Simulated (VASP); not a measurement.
# Hf (Im-3m) in VASP: further runs

Hf is run at these levels: PBEsol; tasks: single point.

Everything below comes from runs of VASP 6.6.1. Logs are shortened: lines on timing, memory, paths and dates and some standing lists are left out, and cuts for length are marked.

## 1. The cell of the first run

Symmetry: Im-3m, No. 229, cubic system. The conventional cell has a = 3.345 Å, b = 3.345 Å, c = 3.345 Å, α = 90.00°, β = 90.00°, γ = 90.00°. Within 3.8 Å of Hf (site symmetry m-3m) lie 14 Hf at 2.90 to 3.35 Å.

This isn't the form of Hf at room conditions, which is hcp.

## 2. Single point, PBEsol (18.71 Å³/atom)

The input, INCAR:

```
PREC = Accurate
ENCUT = 520
EDIFF = 1E-6
ISMEAR = 0
SIGMA = 0.1
LREAL = F
LASPH = T
NELM = 100
ALGO = Normal
ISIF = 2
LWAVE = F
LCHARG = T
GGA = PS
LELF = T
LVHAR = T
NBANDS = 11
```

The input, KPOINTS:

```
Automatic mesh
0
Gamma
  16 16 16
```

The input, POSCAR:

```
Hf
1.0
   -1.6725195011      1.6725195011      1.6725195011
    1.6725195011     -1.6725195011      1.6725195011
    1.6725195011      1.6725195011     -1.6725195011
Hf
1
Direct
    0.0000000000      0.0000000000      0.0000000000
```

Potentials or basis: VASP PAW PBE potentials, release 64 (Hf_pv).

Command:

```bash
$ cat potpaw_PBE.64/Hf_pv/POTCAR > POTCAR
$ mpirun -np 1 vasp_std > vasp.out
```

OUTCAR:

```text
PREC = Accurate
   ENCUT = 520
   EDIFF = 1E-6
   ISMEAR = 0
   LREAL = F
   LASPH = T
   NELM = 100
   ISIF = 2
   GGA = PS

 ion  position               nearest neighbor table
   1  0.000  0.000  0.000-

  LATTYP: Found a body centered cubic cell.
 ALAT       =     3.3450390022

  Lattice vectors:

 A1 = (  -1.6725195011,   1.6725195011,   1.6725195011)
 A2 = (   1.6725195011,  -1.6725195011,   1.6725195011)
 A3 = (   1.6725195011,   1.6725195011,  -1.6725195011)

Analysis of symmetry for initial positions (statically):
=====================================================================
 Subroutine PRICEL returns:
 Original cell was already a primitive cell.

 Routine SETGRP: Setting up the symmetry group for a
 body centered cubic supercell.

 Subroutine GETGRP returns: Found 48 space group operations
 (whereof 48 operations were pure point group operations)
 out of a pool of 48 trial point group operations.

The static configuration has the point symmetry O_h .

Analysis of symmetry for dynamics (positions and initial velocities):
=====================================================================
 Subroutine PRICEL returns:
 Original cell was already a primitive cell.

 Routine SETGRP: Setting up the symmetry group for a
 body centered cubic supercell.

 Subroutine GETGRP returns: Found 48 space group operations
 (whereof 48 operations were pure point group operations)
 out of a pool of 48 trial point group operations.

The dynamic configuration has the point symmetry O_h .

 Subroutine INISYM returns: Found 48 space group operations
 (whereof 48 operations are pure point group operations),
 and found     1 'primitive' translations

----------------------------------------------------------------------------------------

                                     Primitive cell

  volume of cell :      18.7143

  direct lattice vectors                    reciprocal lattice vectors
    -1.672519501  1.672519501  1.672519501     0.000000000  0.298950176  0.298950176
     1.672519501 -1.672519501  1.672519501     0.298950176  0.000000000  0.298950176
     1.672519501  1.672519501 -1.672519501     0.298950176  0.298950176  0.000000000

  length of vectors
     2.896888753  2.896888753  2.896888753     0.422779394  0.422779394  0.422779394

  position of ions in fractional coordinates (direct lattice)
     0.000000000  0.000000000  0.000000000

  ion indices of the primitive-cell ions
   primitive index   ion index
                 1           1

----------------------------------------------------------------------------------------

 KPOINTS: Automatic mesh

Automatic generation of k-mesh.
 Grid dimensions read from file:
 generate k-points for:   16   16   16

 Generating k-lattice:

  Cartesian coordinates                     Fractional coordinates (reciprocal lattice)
     0.000000000  0.018684386  0.018684386     0.062500000  0.000000000  0.000000000
     0.018684386  0.000000000  0.018684386     0.000000000  0.062500000  0.000000000
     0.018684386  0.018684386  0.000000000     0.000000000  0.000000000  0.062500000

  Length of vectors
     0.026423712  0.026423712  0.026423712

  Shift w.r.t. Gamma in fractional coordinates (k-lattice)
     0.000000000  0.000000000  0.000000000

 Subroutine IBZKPT returns following result:
 ===========================================

 Found    145 irreducible k-points:

 Following reciprocal coordinates:
            Coordinates               Weight
  0.000000  0.000000  0.000000      1.000000
  0.062500  0.000000  0.000000     12.000000
  0.125000  0.000000  0.000000     12.000000
  0.187500  0.000000  0.000000     12.000000
  0.250000  0.000000  0.000000     12.000000
  0.312500  0.000000  0.000000     12.000000
[... 16 lines left out ...]
  0.187500  0.187500  0.000000     24.000000
  0.250000  0.187500 -0.000000     48.000000
 [... further k-points ...]
   k-points           NKPTS =    145   k-points in BZ     NKDIM =    145   number of bands    NBANDS=     11
   number of dos      NEDOS =    301   number of ions     NIONS =      1
   total plane-waves  NPLWV =  13824
   dimension x,y,z NGX =    24 NGY =   24 NGZ =   24
   dimension x,y,z NGXF=    48 NGYF=   48 NGZF=   48
   ions per type =               1
   NGX,Y,Z   is equivalent  to a cutoff of  13.77, 13.77, 13.77 a.u.
   NGXF,Y,Z  is equivalent  to a cutoff of  27.55, 27.55, 27.55 a.u.
 SYSTEM =  unknown system
   PREC   = accura    normal or accurate (medium, high low for compatibility)
   ISTART =      0    job   : 0-new  1-cont  2-samecut
   ICHARG =      2    charge: 1-file 2-atom 10-const
   ISPIN  =      1    spin polarized calculation?
   LNONCOLLINEAR =      F non collinear calculations
   LSORBIT =      F    spin-orbit coupling
   LASPH  =      T    aspherical Exc in radial PAW
   ENCUT  =  520.0 eV  38.22 Ry    6.18 a.u.   5.39  5.39  5.39*2*pi/ulx,y,z
   NELM   =    100;   NELMIN=  2; NELMDL= -5     # of ELM steps
   EDIFF  = 0.1E-05   stopping-criterion for ELM
   LREAL  =      F    real-space projection
   EDIFFG = 0.1E-04   stopping-criterion for IOM
   NSW    =      0    number of steps for IOM
   IBRION =     -1    ionic relax: 0-MD 1-quasi-New 2-CG
   NFREE  =      0    steps in history (QN), initial steepest desc. (CG)
   ISIF   =      2    stress and relaxation
   ISYM   =      2    0-nonsym 1-usesym 2-fastsym
   POTIM  = 0.5000    time-step for ionic-motion
   TEBEG  =    0.0;   TEEND  =   0.0 temperature during run
   PSTRESS=    0.0 pullay stress
   NELECT =      10.0000    total number of electrons
   NUPDOWN=      -1.0000    fix difference up-down
   EMIN   =  10.00;   EMAX   =-10.00  energy-range for DOS
   EFERMI =   0.00;   METHOD = LEGACY
   ISMEAR =     0;   SIGMA  =   0.10  broadening in eV -4-tet -1-fermi 0-gaus
   EFERMI_NEDOS =   21; number of points for ismear=-14 and -15
   IALGO  =     38    algorithm
   IMIX   =      4    mixing-type and parameters
     AMIX     =   0.40;   BMIX     =  1.00
     AMIX_MAG =   1.60;   BMIX_MAG =  1.00
  volume/ion in A,a.u.               =      18.71       126.29
  Fermi-wavevector in a.u.,A,eV,Ry     =   1.328466  2.510436 24.011845  1.764821
  Thomas-Fermi vector in A             =   2.457701
   LORBIT       =      0    0 simple, 1 ext, 2 COOP (PROOUT), +10 PAW based schemes
   GGA     = PS    functional components
   LHFCALC =     F    Hartree Fock is set to
   AEXX    =    0.0000 exact exchange contribution
   IVDW    =     0    specifies the selected vdW correction
   LEPSILON=     F    determine dielectric tensor
   LRPA    =     F    only Hartree local field effects (RPA)
 non-spin polarized calculation
 Gauss-broadening in eV      SIGMA  =   0.10
  energy-cutoff  :      520.00
  volume of cell :       18.71
 maximum number of plane-waves:       531
 NGX is ok and might be reduce to    24
   NGX = 11   NGY = 11   NGZ = 11

 number of electron      10.0000000 magnetization

 number of electron       9.9999999 magnetization

 Free energy of the ion-electron system (eV)
  ---------------------------------------------------
  ext. energy  EPLUGINS =         0.00000000
  ---------------------------------------------------
  free energy    TOTEN  =       -10.22106937 eV

  energy without entropy =      -10.21314943  energy(sigma->0) =      -10.21710940

 E-fermi :   5.6701     XC(G=0): -12.2327

 val. band max:        5.6691656599   @ k =  -0.3750   0.3750   0.1250
 cond. band min:       5.6798757117   @ k =   0.3125   0.1875   0.1875
 fundamental gap:      0.0107100518
 Fermi energy:         5.6701382117

 k-point     1 :       0.0000    0.0000    0.0000
  band No.  band energies     occupation
      1     -23.3979      2.00000
      2     -23.3979      2.00000
      3     -23.3979      2.00000
      4      -1.9013      2.00000
      5       7.3036      0.00000
      6       7.3036      0.00000
      7       7.3036      0.00000
      8      10.6471      0.00000
      9      10.6471      0.00000
     10      19.5634      0.00000
     11      19.8835      0.00000

 k-point     2 :       0.0625    0.0000    0.0000
  band No.  band energies     occupation
      1     -23.4603      2.00000
      2     -23.4163      2.00000
      3     -23.3985      2.00000
      4      -1.7196      2.00000
      5       7.1720      0.00000
      6       7.2556      0.00000
      7       7.4829      0.00000
      8      10.4187      0.00000
      9      10.6406      0.00000
     10      19.5658      0.00000
     11      20.0688      0.00000

 k-point     3 :       0.1250    0.0000    0.0000
  band No.  band energies     occupation
      1     -23.6347      2.00000
      2     -23.4680      2.00000
      3     -23.4000      2.00000
      4      -1.2010      2.00000
      5       6.8219      0.00000
      6       7.0494      0.00000
      7       8.0143      0.00000
      8      10.0229      0.00000
      9      10.6397      0.00000
     10      19.5623      0.00000
     11      20.5322      0.00000

 k-point     4 :       0.1875    0.0000    0.0000
  band No.  band energies     occupation
      1     -23.8868      2.00000
      2     -23.5446      2.00000
      3     -23.4023      2.00000
      4      -0.4276      2.00000
      5       6.3531      0.00000
      6       6.6322      0.00000
      7       8.8783      0.00000
      8       9.8854      0.00000
      9      10.6861      0.00000
     10      19.5603      0.00000
     11      20.9030      0.00000
[... 239 lines left out ...]
 k-point    22 :       0.4375    0.1250    0.0000
  band No.  band energies     occupation
      1     -24.7935      2.00000
      2     -23.9365      2.00000
      3     -23.4902      2.00000
      4       2.2196      2.00000
      5       4.8818      2.00000
      6       6.9471      0.00000
      7      10.3317      0.00000
      8      12.0343      0.00000
      9      15.5447      0.00000
     10      17.4626      0.00000
     11      18.3255      0.00000

 k-point    23 :       0.1875    0.1875    0.0000
  band No.  band energies     occupation
      1     -24.4125      2.00000
      2     -23.7517      2.00000
      3     -23.5067      2.00000
      4       1.7241      2.00000
      5       5.2708      2.00000
      6       5.7267      0.42367
      7       9.6708      0.00000
      8      11.6067      0.00000
      9      12.0479      0.00000
     10      19.5002      0.00000
     11      19.9566      0.00000

 k-point    24 :       0.2500    0.1875   -0.0000
  band No.  band energies     occupation
      1     -24.5554      2.00000
      2     -23.8742      2.00000
      3     -23.5264      2.00000
      4       2.4119      2.00000
      5       4.9972      2.00000
      6       5.7052      0.62038
      7       9.9618      0.00000
      8      11.6924      0.00000
      9      13.5276      0.00000
     10      18.8106      0.00000
     11      19.6067      0.00000

 [... further k-points ...]
[... 5 lines left out ...]
  --------------------------------------------------------------------------------------
  -------------------------------------------------------------------------------------
  Total        1.9302423      1.9302423      1.9302423      0.0000000     -0.0000000      0.0000000
  in kB      165.2528043    165.2528043    165.2528043      0.0000000     -0.0000000      0.0000000
  external PRESSURE =     165.2528043 kB  Pullay stress =       0.0000000 kB

 VOLUME and BASIS-vectors are now :
 -----------------------------------------------------------------------------
  energy-cutoff  :      520.00
  volume of cell :       18.71
      direct lattice vectors                 reciprocal lattice vectors
    -1.672519501  1.672519501  1.672519501     0.000000000  0.298950176  0.298950176
     1.672519501 -1.672519501  1.672519501     0.298950176  0.000000000  0.298950176
     1.672519501  1.672519501 -1.672519501     0.298950176  0.298950176  0.000000000

 POSITION                                       TOTAL-FORCE (eV/Angst)
 -----------------------------------------------------------------------------------
      0.00000      0.00000      0.00000         0.000000      0.000000     -0.000000
 -----------------------------------------------------------------------------------
    total drift:                               -0.000000      0.000000      0.000000

  FREE ENERGIE OF THE ION-ELECTRON SYSTEM (eV)
  ---------------------------------------------------
  free  energy   TOTEN  =       -10.2210693702 eV

  energy  without entropy=      -10.2131494277  energy(sigma->0) =      -10.21710940
```

Run time: 21 s. Hardware: 1 thread of Intel Xeon Platinum 8488C (Sapphire Rapids), shared host; peak memory 0.16 GiB.

What came out:

```
Free energy            : -10.2211 eV
Pressure               : 16.5 GPa
Band gap on the k mesh : zero (bands 5 and 6 overlap by 2.57 eV)
```

Levels at points of the mesh, in eV from the Fermi level:
```
           k point  band 2  band 3  band 4  band 5  band 6  band 7  band 8  band 9
(0.00, 0.00, 0.00)  -29.07  -29.07   -7.57    1.63    1.63    1.63    4.98    4.98
(0.50, 0.00, 0.00)  -29.53  -29.08   -3.97   -0.87    1.97    4.93    6.13    9.35
(0.50, 0.50, 0.50)  -30.07  -30.07   -3.43   -3.43    8.24    8.24    8.24    8.84
```

Caveat: the cell stands under pressure; the PAW data sets were made with another functional, which shifts forces and pressure a little; spin-orbit coupling is left out, which moves the levels of the heavy elements.

## 3. Single point, PBEsol (19.35 Å³/atom)

This run uses another cell than the first one, of 19.35 Å³/atom.

The input, INCAR:

```
SYSTEM = Hf
PREC     = Accurate       ! precision mode
ENCUT    = 520            ! plane-wave cutoff, eV
EDIFF    = 1E-7           ! SCF threshold, eV
ISMEAR   = 0              ! smearing method
SIGMA    = 0.1            ! smearing width, eV
LREAL    = .False.        ! projectors in reciprocal space
LASPH    = .True.         ! aspherical terms in the spheres
NELM     = 80             ! most SCF steps
ALGO     = Fast           ! electronic algorithm
ISIF     = 2              ! what is computed and relaxed
LWAVE    = .False.        ! write WAVECAR
LCHARG   = .False.        ! write CHGCAR
GGA      = PS             ! functional
NBANDS   = 11             ! bands
```

The input, KPOINTS:

```
regular mesh
0
Gamma
  16 16 16
  0 0 0
```

The input, POSCAR:

```
Hf
1.0
   -1.6913134281      1.6913134281      1.6913134281
    1.6913134281     -1.6913134281      1.6913134281
    1.6913134281      1.6913134281     -1.6913134281
Hf
1
Direct
    0.0000000000      0.0000000000      0.0000000000
```

Potentials or basis: VASP PAW PBE potentials, release 64 (Hf_pv).

Command:

```bash
$ cat potpaw_PBE.64/Hf_pv/POTCAR > POTCAR
$ mpirun -np 1 vasp_std > vasp.out
```

Wall time 25 s (1 thread of Intel Xeon Platinum 8488C (Sapphire Rapids), shared host); peak memory 0.15 GiB.

It converged, with:

| Item | Value |
| --- | --- |
| Free energy | -10.2768 eV |
| Pressure | 11.5 GPa |
| Band gap on the k mesh | zero (bands 5 and 6 overlap by 2.51 eV) |

Levels at points of the mesh, in eV from the Fermi level:
```tsv
k point	band 3	band 4	band 5	band 6	band 7	band 8
(0.00, 0.00, 0.00)	-29.20	-7.48	1.61	1.61	1.61	4.85
(0.50, 0.00, 0.00)	-29.22	-3.86	-0.79	1.77	4.77	5.93
(0.50, 0.50, 0.50)	-30.11	-3.25	-3.25	7.95	7.95	7.95
```

Caveat: the cell stands under pressure; the PAW data sets were made with another functional, which shifts forces and pressure a little; spin-orbit coupling is left out, which moves the levels of the heavy elements.

[end of part 1 of 2]
